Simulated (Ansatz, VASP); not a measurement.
## Two plane-wave programs on NbCuP2

```xyz
4
Lattice="3.2578 0.0000 0.0000 -1.6289 2.8214 0.0000 0.0000 0.0000 6.2752" Properties=species:S:1:pos:R:3 pbc="T T T"
Nb    0.0000    1.8809    3.1376
Cu    0.0000    1.8809    0.0000
P     0.0000    0.0000    4.7845
P     0.0000    0.0000    1.4907
```

Alike in both runs: task single point; functional PBE; k mesh 6 × 6 × 4; occupations gaussian, width 0.1 eV; no spin polarisation.

|  | VASP | Ansatz |
| --- | --- | --- |
| version | VASP 6.6.1 | Ansatz 0.2.0 |
| potentials or method | VASP PAW PBE potentials, release 64 (Nb_sv, Cu, P), cutoff 520 eV | scalar-relativistic, plane waves, PAW |
| valence electrons in the cell | 34 | 42 |

```tsv
	VASP	Ansatz	Ansatz less VASP
gap on the k mesh at the Fermi level (eV)	none	none	-
pressure (GPa)	8.1	8.2	+0.09
traceless stress, the component that is largest in VASP (GPa)	-16.51	-16.54	-0.026
rms of the force components (eV/Å)	0.086	0.068	-0.0182
```

Atom by atom the forces differ by 0.018 eV/Å (rms over components). A gap of «none» marks a metal or a gap that the smearing closes. VASP's potentials hold 34 valence electrons a cell and Ansatz's 42, so a difference there can come from the potentials and not from the codes.

The k mesh is coarse, so the values compare programs but aren't converged.
